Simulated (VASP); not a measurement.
# Pb (Fd-3m) in VASP: further runs, part 2 of 3

VASP 6.6.1.

## Step 4: Single point, PBE

This run uses another cell than the first one, of 43.11 Å³/atom, 1.019 times its volume.

INCAR reads:

```
ALGO = Normal
EDIFF = 1E-6
ENCUT = 520
GGA = PE
ISIF = 2
ISMEAR = -1
LASPH = True
LCHARG = True
LELF = True
LREAL = False
LVHAR = True
LWAVE = False
NBANDS = 21
NELM = 80
PREC = Accurate
SIGMA = 0.05
```

KPOINTS reads:

```
k-points
0
Gamma
  7 7 7
```

POSCAR reads:

```
Pb
1.0
    0.0000000000      3.5064485529      3.5064485529
    3.5064485529      0.0000000000      3.5064485529
    3.5064485529      3.5064485529      0.0000000000
Pb
2
Direct
    0.2500000000      0.2500000000      0.2500000000
    0.0000000000      0.0000000000      0.0000000000
```

Potentials or basis: VASP PAW PBE potentials, release 64 (Pb_d).

The run is started by

```bash
> cat potpaw_PBE.64/Pb_d/POTCAR > POTCAR
> mpirun -np 1 vasp_std > vasp.out
```

OUTCAR:

```text
EDIFF = 1E-6
   ENCUT = 520
   GGA = PE
   ISIF = 2
   ISMEAR = -1
   LASPH = True
   LREAL = False
   NELM = 80
   PREC = Accurate

 ion  position               nearest neighbor table
   1  0.250  0.250  0.250-   2 3.04   2 3.04   2 3.04   2 3.04
   2  0.000  0.000  0.000-   1 3.04   1 3.04   1 3.04   1 3.04

  LATTYP: Found a face centered cubic cell.
 ALAT       =     7.0128971058

  Lattice vectors:

 A1 = (   0.0000000000,   3.5064485529,   3.5064485529)
 A2 = (   3.5064485529,   0.0000000000,   3.5064485529)
 A3 = (   3.5064485529,   3.5064485529,   0.0000000000)

Analysis of symmetry for initial positions (statically):
=====================================================================
 Subroutine PRICEL returns:
 Original cell was already a primitive cell.

 Routine SETGRP: Setting up the symmetry group for a
 face centered cubic supercell.

 Subroutine GETGRP returns: Found 48 space group operations
 (whereof 24 operations were pure point group operations)
 out of a pool of 48 trial point group operations.

The static configuration has the point symmetry T_d .
 The point group associated with its full space group is O_h .

Analysis of symmetry for dynamics (positions and initial velocities):
=====================================================================
 Subroutine PRICEL returns:
 Original cell was already a primitive cell.

 Routine SETGRP: Setting up the symmetry group for a
 face centered cubic supercell.

 Subroutine GETGRP returns: Found 48 space group operations
 (whereof 24 operations were pure point group operations)
 out of a pool of 48 trial point group operations.

The dynamic configuration has the point symmetry T_d .
 The point group associated with its full space group is O_h .

 Subroutine INISYM returns: Found 48 space group operations
 (whereof 24 operations are pure point group operations),
 and found     1 'primitive' translations

----------------------------------------------------------------------------------------

                                     Primitive cell

  volume of cell :      86.2248

  direct lattice vectors                    reciprocal lattice vectors
     0.000000000  3.506448553  3.506448553    -0.142594421  0.142594421  0.142594421
     3.506448553  0.000000000  3.506448553     0.142594421 -0.142594421  0.142594421
     3.506448553  3.506448553  0.000000000     0.142594421  0.142594421 -0.142594421

  length of vectors
     4.958867099  4.958867099  4.958867099     0.246980781  0.246980781  0.246980781

  position of ions in fractional coordinates (direct lattice)
     0.250000000  0.250000000  0.250000000
     0.000000000  0.000000000  0.000000000

  ion indices of the primitive-cell ions
   primitive index   ion index
                 1           1
                 2           2

----------------------------------------------------------------------------------------

 KPOINTS: k-points

Automatic generation of k-mesh.
 Grid dimensions read from file:
 generate k-points for:    7    7    7

 Generating k-lattice:

  Cartesian coordinates                     Fractional coordinates (reciprocal lattice)
    -0.020370632  0.020370632  0.020370632     0.142857143  0.000000000  0.000000000
     0.020370632 -0.020370632  0.020370632     0.000000000  0.142857143  0.000000000
     0.020370632  0.020370632 -0.020370632     0.000000000  0.000000000  0.142857143

  Length of vectors
     0.035282969  0.035282969  0.035282969

  Shift w.r.t. Gamma in fractional coordinates (k-lattice)
     0.000000000  0.000000000  0.000000000

 Subroutine IBZKPT returns following result:
 ===========================================

 Found     20 irreducible k-points:

 Following reciprocal coordinates:
            Coordinates               Weight
  0.000000  0.000000  0.000000      1.000000
  0.142857  0.000000  0.000000      8.000000
  0.285714  0.000000  0.000000      8.000000
  0.428571  0.000000  0.000000      8.000000
  0.142857  0.142857  0.000000      6.000000
  0.285714  0.142857  0.000000     24.000000
[... 12 lines left out ...]
 -0.428571  0.428571  0.142857     24.000000
 -0.285714  0.428571  0.142857     24.000000
   k-points           NKPTS =     20   k-points in BZ     NKDIM =     20   number of bands    NBANDS=     21
   number of dos      NEDOS =    301   number of ions     NIONS =      2
   total plane-waves  NPLWV =  64000
   dimension x,y,z NGX =    40 NGY =   40 NGZ =   40
   dimension x,y,z NGXF=    80 NGYF=   80 NGZF=   80
   ions per type =               2
   NGX,Y,Z   is equivalent  to a cutoff of  13.41, 13.41, 13.41 a.u.
   NGXF,Y,Z  is equivalent  to a cutoff of  26.82, 26.82, 26.82 a.u.
 SYSTEM =  unknown system
   PREC   = accura    normal or accurate (medium, high low for compatibility)
   ISTART =      0    job   : 0-new  1-cont  2-samecut
   ICHARG =      2    charge: 1-file 2-atom 10-const
   ISPIN  =      1    spin polarized calculation?
   LNONCOLLINEAR =      F non collinear calculations
   LSORBIT =      F    spin-orbit coupling
   LASPH  =      T    aspherical Exc in radial PAW
   ENCUT  =  520.0 eV  38.22 Ry    6.18 a.u.   9.22  9.22  9.22*2*pi/ulx,y,z
   NELM   =     80;   NELMIN=  2; NELMDL= -5     # of ELM steps
   EDIFF  = 0.1E-05   stopping-criterion for ELM
   LREAL  =      F    real-space projection
   EDIFFG = 0.1E-04   stopping-criterion for IOM
   NSW    =      0    number of steps for IOM
   IBRION =     -1    ionic relax: 0-MD 1-quasi-New 2-CG
   NFREE  =      0    steps in history (QN), initial steepest desc. (CG)
   ISIF   =      2    stress and relaxation
   ISYM   =      2    0-nonsym 1-usesym 2-fastsym
   POTIM  = 0.5000    time-step for ionic-motion
   TEBEG  =    0.0;   TEEND  =   0.0 temperature during run
   PSTRESS=    0.0 pullay stress
   NELECT =      28.0000    total number of electrons
   NUPDOWN=      -1.0000    fix difference up-down
   EMIN   =  10.00;   EMAX   =-10.00  energy-range for DOS
   EFERMI =   0.00;   METHOD = LEGACY
   ISMEAR =    -1;   SIGMA  =   0.05  broadening in eV -4-tet -1-fermi 0-gaus
   EFERMI_NEDOS =   21; number of points for ismear=-14 and -15
   IALGO  =     38    algorithm
   IMIX   =      4    mixing-type and parameters
     AMIX     =   0.40;   BMIX     =  1.00
     AMIX_MAG =   1.60;   BMIX_MAG =  1.00
  volume/ion in A,a.u.               =      43.11       290.94
  Fermi-wavevector in a.u.,A,eV,Ry     =   1.125253  2.126419 17.227608  1.266193
  Thomas-Fermi vector in A             =   2.261929
   LORBIT       =      0    0 simple, 1 ext, 2 COOP (PROOUT), +10 PAW based schemes
   GGA     = PE    functional components
   LHFCALC =     F    Hartree Fock is set to
   AEXX    =    0.0000 exact exchange contribution
   IVDW    =     0    specifies the selected vdW correction
   LEPSILON=     F    determine dielectric tensor
   LRPA    =     F    only Hartree local field effects (RPA)
 non-spin polarized calculation
  energy-cutoff  :      520.00
  volume of cell :       86.22
 maximum number of plane-waves:      2341
 NGX is ok and might be reduce to    40
   NGX = 19   NGY = 19   NGZ = 19

 number of electron      27.9999997 magnetization

 Free energy of the ion-electron system (eV)
  ---------------------------------------------------
  ext. energy  EPLUGINS =         0.00000000
  ---------------------------------------------------
  free energy    TOTEN  =        -6.60662529 eV

  energy without entropy =       -6.60041461  energy(sigma->0) =       -6.60351995

 E-fermi :   3.8359     XC(G=0):  -8.1774

 val. band max:        3.8086174789   @ k =  -0.1429   0.1429   0.0000
 cond. band min:       3.8498974395   @ k =   0.1429   0.0000   0.0000
 fundamental gap:      0.0412799606
 Fermi energy:         3.8359158562

 k-point     1 :       0.0000    0.0000    0.0000
  band No.  band energies     occupation
      1     -13.2591      2.00000
      2     -13.2591      2.00000
      3     -13.2591      2.00000
      4     -13.1920      2.00000
      5     -13.1920      2.00000
      6     -12.8212      2.00000
[... 13 lines left out ...]
     20      11.7796      0.00000
     21      11.7796      0.00000
[... 433 lines left out ...]
 k-point    20 :      -0.2857    0.4286    0.1429
  band No.  band energies     occupation
      1     -13.3448      2.00000
      2     -13.3299      2.00000
      3     -13.1423      2.00000
      4     -13.0616      2.00000
      5     -13.0320      2.00000
      6     -12.9950      2.00000
[... 13 lines left out ...]
     20      12.1431      0.00000
     21      13.1707      0.00000

------------------------ aborting loop because EDIFF is reached ----------------------------------------

  FORCE on cell =-STRESS in cart. coord.  units (eV):
  Direction    XX          YY          ZZ          XY          YZ          ZX
  --------------------------------------------------------------------------------------
  -------------------------------------------------------------------------------------
  Total        0.2637515      0.2637515      0.2637515     -0.0000000      0.0000000     -0.0000000
  in kB        4.9008692      4.9008692      4.9008692     -0.0000000      0.0000000     -0.0000000
  external PRESSURE =       4.9008692 kB  Pullay stress =       0.0000000 kB

 VOLUME and BASIS-vectors are now :
 -----------------------------------------------------------------------------
  energy-cutoff  :      520.00
  volume of cell :       86.22
      direct lattice vectors                 reciprocal lattice vectors
     0.000000000  3.506448553  3.506448553    -0.142594421  0.142594421  0.142594421
     3.506448553  0.000000000  3.506448553     0.142594421 -0.142594421  0.142594421
     3.506448553  3.506448553  0.000000000     0.142594421  0.142594421 -0.142594421

 POSITION                                       TOTAL-FORCE (eV/Angst)
 -----------------------------------------------------------------------------------
      1.75322      1.75322      1.75322         0.000000      0.000000      0.000000
      0.00000      0.00000      0.00000        -0.000000     -0.000000     -0.000000
 -----------------------------------------------------------------------------------
    total drift:                               -0.000000     -0.000000      0.000000

  FREE ENERGIE OF THE ION-ELECTRON SYSTEM (eV)
  ---------------------------------------------------
  free  energy   TOTEN  =        -6.6066252883 eV

  energy  without entropy=       -6.6004146124  energy(sigma->0) =       -6.60351995
```

Run time: 20 s. Hardware: 1 thread of Intel Xeon 6975P-C (Granite Rapids), shared host; peak memory 0.23 GiB.

What came out:

| Property | Result |
| --- | --- |
| Free energy | -6.6066 eV |
| Pressure | 0.5 GPa |
| Band gap on the k mesh | zero (band 14 reaches 4.21 eV, above the bottom of band 15 at 3.18 eV) |

Caveat: spin-orbit coupling is left out, which moves the levels of the heavy elements.

## Step 5: Single point, PBEsol

This run uses another cell than the first one, of 43.11 Å³/atom, 1.019 times its volume.

INCAR reads:

```
PREC = Accurate
ENCUT = 520
EDIFF = 1E-7
ISMEAR = -1
SIGMA = 0.05
LREAL = False
LASPH = True
NELM = 60
ALGO = Normal
ISIF = 2
LWAVE = False
LCHARG = False
GGA = PS
NBANDS = 21
```

KPOINTS reads:

```
regular mesh
0
Gamma
  7 7 7
```

POSCAR is that of step 4.

The run is started by

```bash
> cat potpaw_PBE.64/Pb_d/POTCAR > POTCAR
> mpirun -np 1 vasp_std > vasp.out
```

It took 17 s on 1 thread of Intel Xeon 6975P-C (Granite Rapids), shared host; peak memory 0.24 GiB.

The run converged. Its results:

| Item | Value |
| --- | --- |
| Free energy | -7.3362 eV |
| Pressure | -1.3 GPa |
| Band gap on the k mesh | zero (band 14 reaches 4.04 eV, above the bottom of band 15 at 3.01 eV) |

Levels at points of the mesh, in eV from the Fermi level:
| k point | band 11 | band 12 | band 13 | band 14 | band 15 | band 16 | band 17 | band 18 |
| --- | --- | --- | --- | --- | --- | --- | --- | --- |
| (0.00, 0.00, 0.00) | -10.83 | -4.25 | 0.37 | 0.37 | 0.37 | 2.36 | 2.36 | 2.36 |

Caveat: the PAW data sets were made with another functional, which shifts forces and pressure a little; spin-orbit coupling is left out, which moves the levels of the heavy elements.

[end of part 2 of 3]
